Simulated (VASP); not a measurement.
A run of VASP 6.6.1 is set up as follows.

INCAR

```
PREC     = Accurate       # precision mode
ENCUT    = 520            # plane-wave cutoff, eV
EDIFF    = 1E-6           # SCF threshold, eV
ISMEAR   = 0              # smearing method
SIGMA    = 0.1            # smearing width, eV
LREAL    = Auto         
LASPH    = True           # aspherical terms in the spheres
NELM     = 100            # most SCF steps
ALGO     = Normal         # electronic algorithm
ISIF     = 2              # what is computed and relaxed
LWAVE    = False          # write WAVECAR
LCHARG   = False          # write CHGCAR
GGA      = PE             # functional
IBRION   = 2              # ionic algorithm
NSW      = 65             # ionic steps
EDIFFG   = -0.025         # ionic threshold
```

Contents of KPOINTS:

```
regular mesh
0
Gamma
  1 1 1
```

File POSCAR:

```
Ta8N7
1.0
    0.0000000000      0.0000000000     -5.7955432028
    2.9501846797     -5.1098697569      0.0000000000
   -5.9003693593      0.0000000000      0.0000000000
Ta N
8 7
Direct
    0.2500000000      0.1666666667      0.3333333333
    0.7500000000      0.1666666667      0.3333333333
    0.2500000000      0.6666666667      0.3333333333
    0.7500000000      0.6666666667      0.3333333333
    0.2500000000      0.1666666667      0.8333333333
    0.7500000000      0.1666666667      0.8333333333
    0.2500000000      0.6666666667      0.8333333333
    0.7500000000      0.6666666667      0.8333333333
    0.0000000000      0.0000000000      0.5000000000
    0.5000000000      0.5000000000      0.5000000000
    0.0000000000      0.5000000000      0.5000000000
    0.5000000000      0.0000000000      0.0000000000
    0.0000000000      0.0000000000      0.0000000000
    0.5000000000      0.5000000000      0.0000000000
    0.0000000000      0.5000000000      0.0000000000
```

Potentials or basis: VASP PAW PBE potentials, release 64 (Ta_pv, N).

Run with:

```sh
$ cat potpaw_PBE.64/Ta_pv/POTCAR potpaw_PBE.64/N/POTCAR > POTCAR
$ mpirun -np 1 vasp_gam > vasp.out
```

What does it give for the energy gained by relaxing?

5.7 meV/atom.

Final structure:
```yaml
crystal:
  lattice:
    - [0.00000, 0.00000, -5.79554]
    - [2.95018, -5.10987, 0.00000]
    - [-5.90037, 0.00000, 0.00000]
  atoms:
    - { symbol: Ta, position: [0.24816, 0.16798, 0.33202] }
    - { symbol: Ta, position: [0.75184, 0.16798, 0.33202] }
    - { symbol: Ta, position: [0.24816, 0.66404, 0.33202] }
    - { symbol: Ta, position: [0.75184, 0.66404, 0.33202] }
    - { symbol: Ta, position: [0.24816, 0.16798, 0.83596] }
    - { symbol: Ta, position: [0.75184, 0.16798, 0.83596] }
    - { symbol: Ta, position: [0.25118, 0.66667, 0.83333] }
    - { symbol: Ta, position: [0.74882, 0.66667, 0.83333] }
    - { symbol: N, position: [0.00000, 0.00000, 0.50000] }
    - { symbol: N, position: [0.50000, 0.50392, 0.50784] }
    - { symbol: N, position: [0.00000, 0.50167, 0.50335] }
    - { symbol: N, position: [0.50000, 0.99216, 0.99608] }
    - { symbol: N, position: [0.00000, 0.99665, 0.99833] }
    - { symbol: N, position: [0.50000, 0.50392, 0.99608] }
    - { symbol: N, position: [0.00000, 0.50167, 0.99833] }
```

Caveat: the k points lie up to 1.23 Å⁻¹ apart.
